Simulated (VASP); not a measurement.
Crystal: Li.

```
Li
1.0
     2.53464    0.00000    0.00000
     0.00000    2.53464    0.00000
     0.00000    0.00000    3.08772
Li
1
Cartesian
  0.0000 0.0000 0.0000
```

```yaml
Program: VASP 6.6.1
Task: relaxation of cell and atoms
Functional: PBE
Potentials_or_basis: VASP PAW PBE potentials, release 64 (Li_sv)
Cutoff: 600 eV
k_mesh: 6 × 6 × 6
Occupations: gaussian, width 0.1 eV
Spin: no spin polarisation
```

At the start: pressure 0.8 GPa; volume 19.84 Å³/atom.

Task: How do energy, volume and symmetry change on relaxing?

Result: Over 5 steps the energy falls by 112.9 meV/atom and the volume is 20.34 Å³/atom (+2.5 %); space group Pm-3m (No. 221, to 0.05 Å).

Step by step:
| step | energy change (eV) | largest force (eV/Å) | pressure (GPa) | volume (Å³) |
| --- | --- | --- | --- | --- |
| 1 | 0.0000 | 0.0000 | 0.85 | 19.84 |
| 2 | -0.0684 | 0.0000 | 0.19 | 20.10 |
| 3 | -0.1120 | 0.0000 | -0.17 | 20.36 |
| 4 | -0.1129 | 0.0000 | -0.15 | 20.34 |
| 5 | -0.1129 | 0.0000 | -0.15 | 20.34 |

Final structure:
```cif
data_structure
_symmetry_space_group_name_H-M 'P 1'
_symmetry_Int_Tables_number 1
_cell_length_a 2.7298
_cell_length_b 2.7298
_cell_length_c 2.7296
_cell_angle_alpha 90.000
_cell_angle_beta 90.000
_cell_angle_gamma 90.000
_cell_volume 20.34
loop_
_atom_site_label
_atom_site_type_symbol
_atom_site_fract_x
_atom_site_fract_y
_atom_site_fract_z
_atom_site_occupancy
Li1 Li 0.00000 0.00000 0.00000 1
```

Caveat: the k points lie up to 0.38 Å⁻¹ apart in the final cell; the cutoff is under 1.25 times the usual one of these potentials, so pressure, stress and relaxed cells hold a basis-set (Pulay) error.
